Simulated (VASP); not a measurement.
Set up this calculation in VASP 6.6.1, as the native input.

```
Task                   : single point
Functional             : PBE
Potentials or basis    : VASP PAW PBE potentials, release 64 (Se)
Cutoff                 : 520 eV
k mesh                 : 4 × 6 × 4
Occupations            : gaussian, width 0.02 eV
Spin                   : no spin polarisation
Dipole correction      : no
Further INCAR settings : ALGO = Normal; EDIFF = 1e-06; NBANDS = 34
```

The structure of Se lies in POSCAR:

```
Se
1.0
    9.4639253978      0.0000000000      0.0000000000
    0.0000000000      4.2370892528      0.0000000000
    0.0000000000      0.0000000000      6.6961436250
Se
8
Direct
    0.1596886049      0.2500000000      0.5138892574
    0.3403113951      0.7500000000      0.0138892574
    0.6596886049      0.2500000000      0.9861107426
    0.8403113951      0.7500000000      0.4861107426
    0.9979888835      0.7500000000      0.7257255053
    0.5020111165      0.2500000000      0.2257255053
    0.4979888835      0.7500000000      0.7742744947
    0.0020111165      0.2500000000      0.2742744947
```

The cell was generated, and may not be a known phase.

The input as run:

INCAR

```
PREC = Accurate
ENCUT = 520
EDIFF = 1E-6
ISMEAR = 0
SIGMA = 0.02
LREAL = F
LASPH = T
NELM = 80
ALGO = Normal
ISIF = 2
LWAVE = F
LCHARG = T
GGA = PE
LELF = T
LVHAR = T
NBANDS = 34
```

KPOINTS

```
Automatic mesh
0
Gamma
  4 6 4
```

Potentials or basis: VASP PAW PBE potentials, release 64 (Se).

Run with:

```bash
$ cat potpaw_PBE.64/Se/POTCAR > POTCAR
$ mpirun -np 1 vasp_std > vasp.out
```

Results of the run:

* Pressure: 0.1 GPa
* Largest force: 0.057 eV/Å
* Band gap on the k mesh: 1.13 eV

Wall time 8.6 min on 1 thread of Intel Xeon 8259CL, on a shared host, peak memory 0.47 GiB.
